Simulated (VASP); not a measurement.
# Ga2SnAs2 (P4/mmm) in VASP: a series of runs

Ga2SnAs2 is run at these levels: PBE; tasks: single point.

Everything below comes from runs of VASP 6.6.1. Logs are shortened: lines on timing, memory, paths and dates and some standing lists are left out, and cuts for length are marked.

### 1 The cell of the first run

It takes space group P4/mmm (No. 123, tetragonal). Conventional cell: a = 4.566 Å, b = 4.566 Å, c = 6.151 Å, α = 90.00°, β = 90.00°, γ = 90.00°. Ga (site symmetry 4mm) has 1 Ga at 2.45 Å and 4 As at 2.94 Å within 3.2 Å. Sn (site symmetry 4/mmm) has 8 Ga at 3.45 Å and 8 As at 3.83 Å and 4 Sn at 4.57 Å within 4.6 Å. As (site symmetry mmm) has 4 Ga at 2.94 Å and 4 As at 3.23 Å and 4 Sn at 3.83 Å within 3.9 Å.

The cell was built from a structure type or drawn by symmetry, and may not be a known phase.

### 2 Single point, PBE

Contents of INCAR:

```
PREC     = Accurate       # precision mode
ENCUT    = 520            # plane-wave cutoff, eV
EDIFF    = 1E-6           # SCF threshold, eV
ISMEAR   = 0              # smearing method
SIGMA    = 0.1            # smearing width, eV
LREAL    = F              # projectors in reciprocal space
LASPH    = T              # aspherical terms in the spheres
NELM     = 60             # most SCF steps
ALGO     = Normal         # electronic algorithm
ISIF     = 2              # what is computed and relaxed
LWAVE    = F              # write WAVECAR
LCHARG   = F              # write CHGCAR
GGA      = PE             # functional
NBANDS   = 33             # bands
```

Contents of KPOINTS:

```
regular mesh
0
Gamma
  4 4 4
```

Contents of POSCAR:

```
Ga2SnAs2
1.0
    4.5663141400      0.0000000000      0.0000000000
    0.0000000000      4.5663141400      0.0000000000
    0.0000000000      0.0000000000      6.1509012700
Ga Sn As
2 1 2
Direct
    0.5000000000      0.5000000000      0.1990660400
    0.5000000000      0.5000000000      0.8009339600
    0.0000000000      0.0000000000      0.0000000000
    0.0000000000      0.5000000000      0.5000000000
    0.5000000000      0.0000000000      0.5000000000
```

Potentials or basis: VASP PAW PBE potentials, release 64 (Ga_d, Sn_d, As).

Run with:

```
$ cat potpaw_PBE.64/Ga_d/POTCAR potpaw_PBE.64/Sn_d/POTCAR potpaw_PBE.64/As/POTCAR > POTCAR
$ mpirun -np 1 vasp_std > vasp.out
```

OUTCAR:

```text
PREC = Accurate
   ENCUT = 520
   EDIFF = 1E-6
   ISMEAR = 0
   LREAL = F
   LASPH = T
   NELM = 60
   ISIF = 2
   GGA = PE

 ion  position               nearest neighbor table
   1  0.500  0.500  0.199-   2 2.45
   2  0.500  0.500  0.801-   1 2.45
   3  0.000  0.000  0.000-
   4  0.000  0.500  0.500-
   5  0.500  0.000  0.500-

  LATTYP: Found a simple tetragonal cell.
 ALAT       =     4.5663141400
 C/A-ratio  =     1.3470166706

  Lattice vectors:

 A1 = (   4.5663141400,   0.0000000000,   0.0000000000)
 A2 = (   0.0000000000,   4.5663141400,   0.0000000000)
 A3 = (   0.0000000000,   0.0000000000,   6.1509012700)

Analysis of symmetry for initial positions (statically):
=====================================================================
 Subroutine PRICEL returns:
 Original cell was already a primitive cell.

 Routine SETGRP: Setting up the symmetry group for a
 simple tetragonal supercell.

 Subroutine GETGRP returns: Found 16 space group operations
 (whereof 16 operations were pure point group operations)
 out of a pool of 16 trial point group operations.

The static configuration has the point symmetry D_4h.

Analysis of symmetry for dynamics (positions and initial velocities):
=====================================================================
 Subroutine PRICEL returns:
 Original cell was already a primitive cell.

 Routine SETGRP: Setting up the symmetry group for a
 simple tetragonal supercell.

 Subroutine GETGRP returns: Found 16 space group operations
 (whereof 16 operations were pure point group operations)
 out of a pool of 16 trial point group operations.

The dynamic configuration has the point symmetry D_4h.

 Subroutine INISYM returns: Found 16 space group operations
 (whereof 16 operations are pure point group operations),
 and found     1 'primitive' translations

----------------------------------------------------------------------------------------

                                     Primitive cell

  volume of cell :     128.2538

  direct lattice vectors                    reciprocal lattice vectors
     4.566314140  0.000000000  0.000000000     0.218995008  0.000000000  0.000000000
     0.000000000  4.566314140  0.000000000     0.000000000  0.218995008  0.000000000
     0.000000000  0.000000000  6.150901270     0.000000000  0.000000000  0.162577801

  length of vectors
     4.566314140  4.566314140  6.150901270     0.218995008  0.218995008  0.162577801

  position of ions in fractional coordinates (direct lattice)
     0.500000000  0.500000000  0.199066040
     0.500000000  0.500000000  0.800933960
     0.000000000  0.000000000  0.000000000
     0.000000000  0.500000000  0.500000000
     0.500000000  0.000000000  0.500000000

  ion indices of the primitive-cell ions
   primitive index   ion index
                 1           1
                 2           2
                 3           3
                 4           4
                 5           5

----------------------------------------------------------------------------------------

 KPOINTS: regular mesh

Automatic generation of k-mesh.
 Grid dimensions read from file:
 generate k-points for:    4    4    4

 Generating k-lattice:

  Cartesian coordinates                     Fractional coordinates (reciprocal lattice)
     0.054748752  0.000000000  0.000000000     0.250000000  0.000000000  0.000000000
     0.000000000  0.054748752  0.000000000     0.000000000  0.250000000  0.000000000
     0.000000000  0.000000000  0.040644450     0.000000000  0.000000000  0.250000000

  Length of vectors
     0.054748752  0.054748752  0.040644450

  Shift w.r.t. Gamma in fractional coordinates (k-lattice)
     0.000000000  0.000000000  0.000000000

 Subroutine IBZKPT returns following result:
 ===========================================

 Found     18 irreducible k-points:

 Following reciprocal coordinates:
            Coordinates               Weight
  0.000000  0.000000  0.000000      1.000000
  0.250000  0.000000  0.000000      4.000000
  0.500000  0.000000  0.000000      2.000000
  0.250000  0.250000  0.000000      4.000000
  0.500000  0.250000  0.000000      4.000000
  0.500000  0.500000  0.000000      1.000000
[... 10 lines left out ...]
  0.500000  0.250000  0.500000      4.000000
  0.500000  0.500000  0.500000      1.000000
   k-points           NKPTS =     18   k-points in BZ     NKDIM =     18   number of bands    NBANDS=     33
   number of dos      NEDOS =    301   number of ions     NIONS =      5
   total plane-waves  NPLWV =  62208
   dimension x,y,z NGX =    36 NGY =   36 NGZ =   48
   dimension x,y,z NGXF=    72 NGYF=   72 NGZF=   96
   ions per type =               2   1   2
   NGX,Y,Z   is equivalent  to a cutoff of  13.11, 13.11, 12.97 a.u.
   NGXF,Y,Z  is equivalent  to a cutoff of  26.21, 26.21, 25.95 a.u.
 SYSTEM =  unknown system
   PREC   = accura    normal or accurate (medium, high low for compatibility)
   ISTART =      0    job   : 0-new  1-cont  2-samecut
   ICHARG =      2    charge: 1-file 2-atom 10-const
   ISPIN  =      1    spin polarized calculation?
   LNONCOLLINEAR =      F non collinear calculations
   LSORBIT =      F    spin-orbit coupling
   LASPH  =      T    aspherical Exc in radial PAW
   ENCUT  =  520.0 eV  38.22 Ry    6.18 a.u.   8.49  8.49 11.44*2*pi/ulx,y,z
   NELM   =     60;   NELMIN=  2; NELMDL= -5     # of ELM steps
   EDIFF  = 0.1E-05   stopping-criterion for ELM
   LREAL  =      F    real-space projection
   EDIFFG = 0.1E-04   stopping-criterion for IOM
   NSW    =      0    number of steps for IOM
   IBRION =     -1    ionic relax: 0-MD 1-quasi-New 2-CG
   NFREE  =      0    steps in history (QN), initial steepest desc. (CG)
   ISIF   =      2    stress and relaxation
   ISYM   =      2    0-nonsym 1-usesym 2-fastsym
   POTIM  = 0.5000    time-step for ionic-motion
   TEBEG  =    0.0;   TEEND  =   0.0 temperature during run
   PSTRESS=    0.0 pullay stress
   NELECT =      50.0000    total number of electrons
   NUPDOWN=      -1.0000    fix difference up-down
   EMIN   =  10.00;   EMAX   =-10.00  energy-range for DOS
   EFERMI =   0.00;   METHOD = LEGACY
   ISMEAR =     0;   SIGMA  =   0.10  broadening in eV -4-tet -1-fermi 0-gaus
   EFERMI_NEDOS =   21; number of points for ismear=-14 and -15
   IALGO  =     38    algorithm
   IMIX   =      4    mixing-type and parameters
     AMIX     =   0.40;   BMIX     =  1.00
     AMIX_MAG =   1.60;   BMIX_MAG =  1.00
  volume/ion in A,a.u.               =      25.65       173.10
  Fermi-wavevector in a.u.,A,eV,Ry     =   1.195936  2.259992 19.459919  1.430264
  Thomas-Fermi vector in A             =   2.331889
   LORBIT       =      0    0 simple, 1 ext, 2 COOP (PROOUT), +10 PAW based schemes
   GGA     = PE    functional components
   LHFCALC =     F    Hartree Fock is set to
   AEXX    =    0.0000 exact exchange contribution
   IVDW    =     0    specifies the selected vdW correction
   LEPSILON=     F    determine dielectric tensor
   LRPA    =     F    only Hartree local field effects (RPA)
 non-spin polarized calculation
 Gauss-broadening in eV      SIGMA  =   0.10
  energy-cutoff  :      520.00
  volume of cell :      128.25
 maximum number of plane-waves:      3469
 NGX is ok and might be reduce to    36
   NGX = 17   NGY = 17   NGZ = 23

 number of electron      50.0000041 magnetization

 Free energy of the ion-electron system (eV)
  ---------------------------------------------------
  ext. energy  EPLUGINS =         0.00000000
  ---------------------------------------------------
  free energy    TOTEN  =       -17.43217754 eV

  energy without entropy =      -17.42014050  energy(sigma->0) =      -17.42615902

 E-fermi :   4.4682     XC(G=0):  -9.6827

 val. band max:        4.4071892680   @ k =   0.5000   0.2500   0.5000
 cond. band min:       4.4990914574   @ k =   0.0000   0.0000   0.5000
 fundamental gap:      0.0919021894
 Fermi energy:         4.4681620336

 k-point     1 :       0.0000    0.0000    0.0000
  band No.  band energies     occupation
      1     -17.4643      2.00000
      2     -17.4454      2.00000
      3     -17.4454      2.00000
      4     -17.4014      2.00000
      5     -17.4011      2.00000
      6     -10.6360      2.00000
[... 25 lines left out ...]
     32       7.3064      0.00000
     33       8.6432      0.00000

 k-point     2 :       0.2500    0.0000    0.0000
  band No.  band energies     occupation
      1     -17.4634      2.00000
      2     -17.4463      2.00000
      3     -17.4454      2.00000
      4     -17.4023      2.00000
      5     -17.3989      2.00000
      6     -10.6354      2.00000
[... 25 lines left out ...]
     32       8.7394      0.00000
     33       8.8092      0.00000

 k-point     3 :       0.5000    0.0000    0.0000
  band No.  band energies     occupation
      1     -17.4626      2.00000
      2     -17.4473      2.00000
      3     -17.4454      2.00000
      4     -17.4032      2.00000
      5     -17.3967      2.00000
      6     -10.6347      2.00000
[... 25 lines left out ...]
     32       7.5822      0.00000
     33       9.1887      0.00000

 k-point     4 :       0.2500    0.2500    0.0000
  band No.  band energies     occupation
      1     -17.4626      2.00000
      2     -17.4463      2.00000
      3     -17.4462      2.00000
      4     -17.4033      2.00000
      5     -17.3968      2.00000
      6     -10.6348      2.00000
[... 25 lines left out ...]
     32       9.4519      0.00000
     33       9.9277      0.00000

 k-point     5 :       0.5000    0.2500    0.0000
  band No.  band energies     occupation
      1     -17.4617      2.00000
      2     -17.4471      2.00000
      3     -17.4462      2.00000
      4     -17.4044      2.00000
      5     -17.3946      2.00000
      6     -10.6342      2.00000
[... 388 lines left out ...]
 k-point    16 :       0.2500    0.2500    0.5000
  band No.  band energies     occupation
      1     -17.4624      2.00000
      2     -17.4464      2.00000
      3     -17.4463      2.00000
      4     -17.4033      2.00000
      5     -17.3968      2.00000
      6     -10.6099      2.00000
[... 25 lines left out ...]
     32       8.7622      0.00000
     33       8.9741      0.00000

 k-point    17 :       0.5000    0.2500    0.5000
  band No.  band energies     occupation
      1     -17.4616      2.00000
      2     -17.4472      2.00000
      3     -17.4463      2.00000
      4     -17.4044      2.00000
      5     -17.3946      2.00000
      6     -10.6094      2.00000
[... 25 lines left out ...]
     32       8.8036      0.00000
     33       9.0826      0.00000

 k-point    18 :       0.5000    0.5000    0.5000
  band No.  band energies     occupation
      1     -17.4607      2.00000
      2     -17.4471      2.00000
      3     -17.4471      2.00000
      4     -17.4056      2.00000
      5     -17.3924      2.00000
      6     -10.6089      2.00000
[... 25 lines left out ...]
     32       7.6399      0.00000
     33      10.2224      0.00000

------------------------ aborting loop because EDIFF is reached ----------------------------------------

  FORCE on cell =-STRESS in cart. coord.  units (eV):
  Direction    XX          YY          ZZ          XY          YZ          ZX
  --------------------------------------------------------------------------------------
  -------------------------------------------------------------------------------------
  Total       -5.5857097     -5.5857097     -1.8838411      0.0000000     -0.0000000      0.0000000
  in kB      -69.7780159    -69.7780159    -23.5333920      0.0000000     -0.0000000      0.0000000
  external PRESSURE =     -54.3631413 kB  Pullay stress =       0.0000000 kB

 VOLUME and BASIS-vectors are now :
 -----------------------------------------------------------------------------
  energy-cutoff  :      520.00
  volume of cell :      128.25
      direct lattice vectors                 reciprocal lattice vectors
     4.566314140  0.000000000  0.000000000     0.218995008  0.000000000  0.000000000
     0.000000000  4.566314140  0.000000000     0.000000000  0.218995008  0.000000000
     0.000000000  0.000000000  6.150901270     0.000000000  0.000000000  0.162577801

 POSITION                                       TOTAL-FORCE (eV/Angst)
 -----------------------------------------------------------------------------------
      2.28316      2.28316      1.22444         0.000000     -0.000000      1.205410
      2.28316      2.28316      4.92647         0.000000     -0.000000     -1.205410
      0.00000      0.00000      0.00000         0.000000      0.000000      0.000000
      0.00000      2.28316      3.07545         0.000000      0.000000      0.000000
      2.28316      0.00000      3.07545         0.000000      0.000000      0.000000
 -----------------------------------------------------------------------------------
    total drift:                                0.000000      0.000000     -0.000000

  FREE ENERGIE OF THE ION-ELECTRON SYSTEM (eV)
  ---------------------------------------------------
  free  energy   TOTEN  =       -17.4321775430 eV

  energy  without entropy=      -17.4201404954  energy(sigma->0) =      -17.42615902
```

Wall time 52 s (1 thread of AMD EPYC 7R13 (Zen 3), shared host); peak memory 0.24 GiB.

What came out:

```
Free energy            : -17.4322 eV
Pressure               : -5.4 GPa
Largest force          : 1.205 eV/Å
Band gap on the k mesh : zero (bands 25 and 26 overlap by 3.22 eV)
```

Forces in eV/Å, atoms in the order of the input:
```
Ga   0.000  0.000  1.205
Ga   0.000  0.000 -1.205
Sn   0.000  0.000  0.000
As   0.000  0.000  0.000
As   0.000  0.000  0.000
```

Caveat: the cell stands under tension; spin-orbit coupling is left out, which moves the levels of the heavy elements; forces of over 1 eV/Å act on the atoms, so gaps and moduli don't describe the material at rest.

### 3 Single point, PBE

This run uses another cell than the first one, of 22.57 Å³/atom.

Contents of INCAR:

```
PREC     = Accurate       # precision mode
ENCUT    = 520            # plane-wave cutoff, eV
EDIFF    = 1E-7           # SCF threshold, eV
ISMEAR   = 0              # smearing method
SIGMA    = 0.1            # smearing width, eV
LREAL    = F              # projectors in reciprocal space
LASPH    = T              # aspherical terms in the spheres
NELM     = 100            # most SCF steps
ALGO     = Fast           # electronic algorithm
ISIF     = 2              # what is computed and relaxed
LWAVE    = F              # write WAVECAR
LCHARG   = F              # write CHGCAR
GGA      = PE             # functional
NBANDS   = 33             # bands
```

Contents of KPOINTS:

```
regular mesh
0
Gamma
  10 10 6
```

Contents of POSCAR:

```
Ga2SnAs2
1.0
    3.8150286565      0.0000000000      0.0000000000
    0.0000000000      3.8150286565      0.0000000000
    0.0000000000      0.0000000000      7.7526810534
Ga Sn As
2 1 2
Direct
    0.5000000000      0.5000000000      0.2120250824
    0.5000000000      0.5000000000      0.7879749176
    0.0000000000      0.0000000000      0.0000000000
    0.0000000000      0.5000000000      0.5000000000
    0.5000000000      0.0000000000      0.5000000000
```

Potentials or basis: VASP PAW PBE potentials, release 64 (Ga_d, Sn_d, As).

Run with:

```
$ cat potpaw_PBE.64/Ga_d/POTCAR potpaw_PBE.64/Sn_d/POTCAR potpaw_PBE.64/As/POTCAR > POTCAR
$ mpirun -np 1 vasp_std > vasp.out
```

Run time: 4.5 min. Hardware: 1 thread of AMD EPYC 7R13 (Zen 3), shared host; peak memory 0.39 GiB.

Results (log left out):

| Item | Value |
| --- | --- |
| Free energy | -18.2297 eV |
| Pressure | 0.1 GPa |
| Largest force | 0.009 eV/Å |
| Band gap on the k mesh | zero (bands 25 and 26 overlap by 4.11 eV) |

Forces in eV/Å, atoms in the order of the input:
```
Ga   0.000  0.000 -0.009
Ga   0.000  0.000  0.009
Sn   0.000  0.000  0.000
As   0.000  0.000  0.000
As   0.000  0.000  0.000
```

Levels at points of the mesh, in eV from the Fermi level:
```csv
k point,band 22,band 23,band 24,band 25,band 26,band 27,band 28,band 29
"(0.00, 0.00, 0.00)",-2.25,-1.91,0.88,0.88,1.25,1.99,2.99,3.05
"(0.50, 0.00, 0.00)",-1.29,-1.19,-0.65,0.17,0.28,0.63,1.78,2.64
"(0.50, 0.50, 0.00)",-3.88,-2.94,-2.94,-2.66,-2.66,0.20,3.40,3.50
"(0.00, 0.00, 0.50)",-3.59,-0.03,0.51,0.51,1.20,1.20,4.22,4.22
"(0.50, 0.00, 0.50)",-2.53,-1.93,-1.27,-0.64,-0.32,0.28,2.82,3.04
"(0.50, 0.50, 0.50)",-3.78,-3.78,-1.94,-0.76,-0.76,0.17,0.80,0.82
```

Caveat: spin-orbit coupling is left out, which moves the levels of the heavy elements.
